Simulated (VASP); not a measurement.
# CoO in VASP: notebook

Runs on CoO. Level: PBE+U. Tasks: single point, relaxation of cell and atoms.

Program: VASP 6.6.1. These are calculated values, not measurements. Logs are shortened: lines on timing, memory, paths and dates and some standing lists are left out, and cuts for length are marked.

### 1 The cell of the first run

Symmetry: P6_3mc, No. 186, hexagonal system. The conventional cell has a = 3.285 Å, b = 3.285 Å, c = 5.295 Å, α = 90.00°, β = 90.00°, γ = 120.00°. Co (site symmetry 3m) has 4 O at 1.98 to 2.01 Å within 2.6 Å. Within 2.6 Å of O (site symmetry 3m) lie 4 Co at 1.98 to 2.01 Å.

### 2 Single point, PBE+U, collinear spin, antiferromagnetic start

INCAR reads:

```
ALGO = Normal
EDIFF = 1E-6
ENCUT = 520
GGA = PE
ISIF = 2
ISMEAR = 0
ISPIN = 2
LASPH = T
LCHARG = F
LDAU = T
LDAUJ = 0 0
LDAUL = 2 -1
LDAUPRINT = 1
LDAUTYPE = 2
LDAUU = 3.32 0
LMAXMIX = 4
LORBIT = 11
LREAL = F
LWAVE = F
MAGMOM = -2.6 2.6 0.11 -0.11
NBANDS = 27
NELM = 150
PREC = Accurate
SIGMA = 0.1
```

KPOINTS reads:

```
k-points
0
Gamma
  6 6 4
```

POSCAR reads:

```
CoO
1.0
    3.2853145538      0.0000000000      0.0000000000
   -1.6426572770      2.8451658630      0.0000000000
    0.0000000000      0.0000000000      5.2946822873
Co O
2 2
Direct
    0.0000000000      0.0000000000      0.0005739544
    0.3333333333      0.6666666667      0.5005739130
    0.0000000000      0.0000000000      0.3744265692
    0.3333333333      0.6666666667      0.8744265635
```

Potentials or basis: VASP PAW PBE potentials, release 64 (Co, O).

Run with:

```sh
> cat potpaw_PBE.64/Co/POTCAR potpaw_PBE.64/O/POTCAR > POTCAR
> mpirun -np 1 vasp_std > vasp.out
```

OUTCAR:

```text
EDIFF = 1E-6
   ENCUT = 520
   GGA = PE
   ISIF = 2
   ISMEAR = 0
   ISPIN = 2
   LASPH = T
   LORBIT = 11
   LREAL = F
   NELM = 150
   PREC = Accurate

 ion  position               nearest neighbor table
   1  0.000  0.000  0.001-   3 1.98   4 2.01   4 2.01   4 2.01
   2  0.333  0.667  0.501-   4 1.98   3 2.01   3 2.01   3 2.01
   3  0.000  0.000  0.374-   1 1.98   2 2.01   2 2.01   2 2.01
   4  0.333  0.667  0.874-   2 1.98   1 2.01   1 2.01   1 2.01

  LATTYP: Found a hexagonal cell.
 ALAT       =     3.2853145538
 C/A-ratio  =     1.6116211098

  Lattice vectors:

 A1 = (   3.2853145538,   0.0000000000,   0.0000000000)
 A2 = (  -1.6426572770,   2.8451658630,   0.0000000000)
 A3 = (   0.0000000000,   0.0000000000,   5.2946822873)

Analysis of symmetry for initial positions (statically):
=====================================================================
 Subroutine PRICEL returns:
 Original cell was already a primitive cell.

 Routine SETGRP: Setting up the symmetry group for a
 hexagonal supercell.

 Subroutine GETGRP returns: Found 12 space group operations
 (whereof  6 operations were pure point group operations)
 out of a pool of 24 trial point group operations.

The static configuration has the point symmetry C_3v.
 The point group associated with its full space group is C_6v.

Analysis of symmetry for dynamics (positions and initial velocities):
=====================================================================
 Subroutine PRICEL returns:
 Original cell was already a primitive cell.

 Routine SETGRP: Setting up the symmetry group for a
 hexagonal supercell.

 Subroutine GETGRP returns: Found 12 space group operations
 (whereof  6 operations were pure point group operations)
 out of a pool of 24 trial point group operations.

The dynamic configuration has the point symmetry C_3v.
 The point group associated with its full space group is C_6v.

Analysis of structural, dynamic, and magnetic symmetry:
=====================================================================
 Subroutine PRICEL returns:
[... 213 lines left out ...]
  o =  0.9659  v =  0.3864 -0.5647 -0.0000  0.6464 -0.3376  0.0000  0.0000  0.0000  0.0000  0.0000      0.0000  0.0000  0.0000  0.0000  0.0000  0.0000  0.0000  0.0000  0.0000  0.0000
  o =  0.9837  v =  0.0000  0.0000 -1.0000 -0.0000 -0.0000  0.0000  0.0000  0.0000  0.0000  0.0000      0.0000  0.0000  0.0000  0.0000  0.0000  0.0000  0.0000  0.0000  0.0000  0.0000
  o =  0.9846  v = -0.5648  0.3864 -0.0000  0.3376 -0.6464  0.0000  0.0000  0.0000  0.0000  0.0000      0.0000  0.0000  0.0000  0.0000  0.0000  0.0000  0.0000  0.0000  0.0000  0.0000
  o =  0.9846  v = -0.6464 -0.3376 -0.0000  0.3864  0.5648  0.0000  0.0000  0.0000  0.0000  0.0000      0.0000  0.0000  0.0000  0.0000  0.0000  0.0000  0.0000  0.0000  0.0000  0.0000

 number of electron      29.9999991 magnetization      -0.0000000

 Free energy of the ion-electron system (eV)
  ---------------------------------------------------
  ext. energy  EPLUGINS =         0.00000000
  ---------------------------------------------------
  free energy    TOTEN  =       -24.43269111 eV

  energy without entropy =      -24.43269111  energy(sigma->0) =      -24.43269111

 E-fermi :   4.8891     XC(G=0): -10.6745

 val. band max:        4.4614928697   @ k =   0.0000   0.0000   0.5000
 cond. band min:       5.6634594131   @ k =   0.0000   0.0000   0.0000
 fundamental gap:      1.2019665434
 Fermi energy:         4.8890989465

 spin component 1

 k-point     1 :       0.0000    0.0000    0.0000
  band No.  band energies     occupation
      1     -13.6823      1.00000
      2     -13.0798      1.00000
      3      -1.0966      1.00000
      4      -1.0966      1.00000
      5      -0.9667      1.00000
      6      -0.4618      1.00000
[... 619 lines left out ...]
     26      19.9423      0.00000
     27      21.7198      0.00000
 Fermi energy:         4.8890989465

 spin component 2

 k-point     1 :       0.0000    0.0000    0.0000
  band No.  band energies     occupation
      1     -13.6823      1.00000
      2     -13.0798      1.00000
      3      -1.0966      1.00000
      4      -1.0966      1.00000
      5      -0.9667      1.00000
      6      -0.4618      1.00000
[... 619 lines left out ...]
     26      19.9423      0.00000
     27      21.7182      0.00000

------------------------ aborting loop because EDIFF is reached ----------------------------------------

  FORCE on cell =-STRESS in cart. coord.  units (eV):
  Direction    XX          YY          ZZ          XY          YZ          ZX
  --------------------------------------------------------------------------------------
  -------------------------------------------------------------------------------------
  Total       -0.4698623     -0.4698623     -0.5100816      0.0000000     -0.0000000      0.0000000
  in kB      -15.2109651    -15.2109651    -16.5129915      0.0000000     -0.0000000      0.0000000
  external PRESSURE =     -15.6449739 kB  Pullay stress =       0.0000000 kB

 VOLUME and BASIS-vectors are now :
 -----------------------------------------------------------------------------
  energy-cutoff  :      520.00
  volume of cell :       49.49
      direct lattice vectors                 reciprocal lattice vectors
     3.285314554  0.000000000  0.000000000     0.304384857  0.175736679  0.000000000
    -1.642657277  2.845165863  0.000000000     0.000000000  0.351473358  0.000000000
     0.000000000  0.000000000  5.294682287     0.000000000  0.000000000  0.188868745

 POSITION                                       TOTAL-FORCE (eV/Angst)
 -----------------------------------------------------------------------------------
      0.00000      0.00000      0.00304         0.000000      0.000000     -0.014538
     -0.00000      1.89678      2.65038        -0.000000      0.000000     -0.014538
      0.00000      0.00000      1.98247        -0.000000      0.000000      0.014538
     -0.00000      1.89678      4.62981         0.000000     -0.000000      0.014538
 -----------------------------------------------------------------------------------
    total drift:                               -0.000000     -0.000001      0.000852

  FREE ENERGIE OF THE ION-ELECTRON SYSTEM (eV)
  ---------------------------------------------------
  free  energy   TOTEN  =       -24.4326911104 eV

  energy  without entropy=      -24.4326911104  energy(sigma->0) =      -24.43269111

 total charge

# of ion       s       p       d       tot
------------------------------------------
    1        0.337   0.397   7.140   7.874
    2        0.337   0.397   7.140   7.874
    3        1.546   3.455   0.000   5.001
    4        1.546   3.455   0.000   5.001
--------------------------------------------------
tot          3.767   7.704  14.280  25.751

 magnetization (x)

# of ion       s       p       d       tot
------------------------------------------
    1       -0.015  -0.039  -2.603  -2.658
    2        0.015   0.039   2.603   2.658
    3        0.007   0.078   0.000   0.085
    4       -0.007  -0.078   0.000  -0.085
--------------------------------------------------
tot          0.000   0.000   0.000   0.000
```

stdout:

```text
POSCAR found type information on POSCAR CoO
 POSCAR found :  2 types and       4 ions
 scaLAPACK will be used
 LDA part: xc-table for (Slater+PW92), standard interpolation
 POSCAR, INCAR and KPOINTS ok, starting setup
 FFT: planning ... GRIDC
 FFT: planning ... GRID_SOFT
 FFT: planning ... GRID
 WAVECAR not read
 entering main loop
```

It took 25 s on 1 thread of Intel Xeon 6975P-C (Granite Rapids), shared host; peak memory 0.19 GiB.

Results:

```yaml
Free_energy: -24.4327 eV
Pressure: -1.6 GPa
Largest_force: 0.015 eV/Å
Band_gap_on_the_k_mesh: 1.20 eV (least direct gap 1.29 eV)
Net_moment: 0.00 μB per cell
Site_moments: Co -2.66, +2.66; O +0.09, -0.09 μB
Valence_electrons_inside_the_program's_atomic_spheres: Co 7.87; O 5.00
```

Forces on the atoms (eV/Å):
```
Co   0.000  0.000 -0.015
Co   0.000  0.000 -0.015
O    0.000  0.000  0.015
O    0.000  0.000  0.015
```

Eigenvalues of the final occupation matrices:
| site | spin | trace | eigenvalues |
| --- | --- | --- | --- |
| site 1 d | 1 | 2.28 | 0.12 0.12 0.13 0.96 0.96 |
| site 1 d | 2 | 4.88 | 0.97 0.97 0.98 0.98 0.98 |
| site 2 d | 1 | 4.88 | 0.97 0.97 0.98 0.98 0.98 |
| site 2 d | 2 | 2.28 | 0.12 0.12 0.13 0.96 0.96 |

(Part 1 of 2 ends here.)
